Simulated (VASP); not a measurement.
Input of a VASP 6.6.1 run:

The input POSCAR:

```
Te2Mo
1.0
    3.4544184911      0.0000000000      0.0000000000
   -1.7272092455      2.9916141686      0.0000000000
    0.0000000000      0.0000000000     16.9980861873
Te Mo
2 1
Direct
    0.3333333333      0.6666666667      0.8923915900
    0.3333333333      0.6666666667      0.1076084100
    0.0000000000      0.0000000000      0.0000000000
```

File INCAR.step1:

```
PREC = Accurate
ENCUT = 520
ISMEAR = 0
SIGMA = 0.02
LREAL = False
LASPH = True
NELM = 60
NBANDS = 20
GGA = PE
ALGO = Normal
EDIFF = 1E-4
LWAVE = True
LCHARG = False
```

INCAR.step2

```
PREC = Accurate
ENCUT = 520
EDIFF = 1E-6
ISMEAR = 0
SIGMA = 0.02
LREAL = False
LASPH = True
NELM = 60
ALGO = Normal
ISIF = 2
LWAVE = False
LCHARG = False
METAGGA = R2SCAN
LMIXTAU = True
NBANDS = 20
ISTART = 1
```

Contents of KPOINTS:

```
regular mesh
0
Gamma
  12 12 2
```

Potentials or basis: VASP PAW PBE potentials, release 64 (Te, Mo_sv).

Command:

```sh
$ cat potpaw_PBE.64/Te/POTCAR potpaw_PBE.64/Mo_sv/POTCAR > POTCAR
$ cp INCAR.step1 INCAR
$ mpirun -np 1 vasp_std > vasp.out
$ cp INCAR.step2 INCAR
$ mpirun -np 1 vasp_std > vasp.out
```

(1) Estimate the largest force.

(2) What does it give for the band gap on the k mesh?

Answers

(1) 0.026 eV/Å.

(2) 1.34 eV (least direct gap 1.40 eV).

Caveat: the cell differs from its parent crystal (equal strain along all axes, cell held: -3.0 %, then relaxed in part); there is no dipole correction, which matters where the two faces differ; the PAW data sets were made with another functional, which shifts forces and pressure a little; spin-orbit coupling is left out, which moves the levels of the heavy elements.
